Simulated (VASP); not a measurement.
Input of a VASP 6.6.1 run:

File INCAR:

```
PREC = Accurate
ENCUT = 520
EDIFF = 1E-6
ISMEAR = 0
SIGMA = 0.01
LREAL = False
LASPH = True
NELM = 60
ALGO = Normal
ISIF = 2
LWAVE = False
LCHARG = False
LDIPOL = True
IDIPOL = 3
DIPOL = 0.5 0.5 0.294
GGA = PE
NBANDS = 20
```

The input KPOINTS:

```
Automatic mesh
0
Gamma
  12 12 1
```

POSCAR

```
Tl
1.0
    5.2641264621     -0.0000002714      0.0000000000
   -2.6320629961      4.5588673806      0.0000000000
    0.0000000000      0.0000000000     23.8000000000
Tl
2
Direct
    0.6666666667      0.3333333333      0.2941176471
    0.3333333333      0.6666666667      0.2941176471
```

Potentials or basis: VASP PAW PBE potentials, release 64 (Tl_d).

Launch:

```sh
$ cat potpaw_PBE.64/Tl_d/POTCAR > POTCAR
$ mpirun -np 1 vasp_std > vasp.out
```

Problem. Estimate the band gap on the k mesh.

Solution. 0.10 eV, indirect (least direct gap 0.24 eV).

Caveat: spin-orbit coupling is left out, which moves the levels of the heavy elements.
